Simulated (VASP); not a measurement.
Runs of VASP 6.6.1 on Te3WCl2. The structure is that of space group R-3m (No. 166), or close to it. The cells are those of the table. 

| task | spin | cell | cutoff (eV) | gap on the mesh (eV) | pressure (GPa) | moment (μB) | largest force (eV/Å) |
| --- | --- | --- | --- | --- | --- | --- | --- |
| single point | collinear, ferromagnetic start | a = 5.876 Å, angles 63.5°, 6 atoms | 520 | none | -0.1 | 3.55 | 0.02 |
| relaxation of cell and atoms | collinear, ferromagnetic start | relaxed from a = 6.455 Å, angles 59.2°, 6 atoms | 600 | none | 0.0 | 3.55 | 0.01 |
| single point | collinear, ferrimagnetic start | a = 6.455 Å, angles 59.2°, 6 atoms | 520 | none | (a) | 3.60 | 0.04 |
| single point | off | a = 6.455 Å, angles 59.2°, 6 atoms | 520 | none | (b) | - | 0.13 |

Alike in all rows: level PBE; potentials or basis VASP PAW PBE potentials, release 64 (Te, W_sv, Cl); k mesh 3 × 3 × 3; smearing gaussian 0.1 eV.

Task: Fill in the values left out.

Result: (a) -6.9; (b) -8.1.

Caveats: all runs use coarse meshes; spin-orbit coupling is left out, which moves the levels of the heavy elements.

A k mesh can miss the band edges, and the runs leave out spin-orbit coupling on Te, W.

A gap of «none» marks levels without a gap at the run's occupations.
